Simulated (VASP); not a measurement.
Input of a VASP 6.6.1 run:

Contents of INCAR:

```
SYSTEM = Mo
PREC = Accurate ; ENCUT = 520
EDIFF = 1E-6 ; ISMEAR = 0
SIGMA = 0.1 ; LREAL = .FALSE.
LASPH = .TRUE. ; NELM = 60
ALGO = Fast ; ISIF = 2
LWAVE = .FALSE. ; LCHARG = .FALSE.
GGA = PE ; NBANDS = 66
```

Contents of KPOINTS:

```
regular mesh
0
G
  8 8 8
  0 0 0
```

POSCAR

```
Mo
1.0
    5.0442479461      0.0000000000      0.0000000000
    0.0000000000      5.0442479461      0.0000000000
    0.0000000000      0.0000000000      5.0442479461
Mo
8
Direct
    0.5000000000      0.5000000000      0.5000000000
    0.0000000000      0.0000000000      0.0000000000
    0.2500000000      0.0000000000      0.5000000000
    0.5000000000      0.2500000000      0.0000000000
    0.5000000000      0.7500000000      0.0000000000
    0.7500000000      0.0000000000      0.5000000000
    0.0000000000      0.5000000000      0.7500000000
    0.0000000000      0.5000000000      0.2500000000
```

Potentials or basis: VASP PAW PBE potentials, release 64 (Mo_sv).

Launch:

```console
$ cat potpaw_PBE.64/Mo_sv/POTCAR > POTCAR
$ mpirun -np 1 vasp_std > vasp.out
```

Problem. Predict the band gap on the k mesh.

Solution. Zero (band 56 reaches 12.21 eV, above the bottom of band 57 at 11.40 eV).

Problem. Predict the pressure.

Solution. 0.5 GPa.
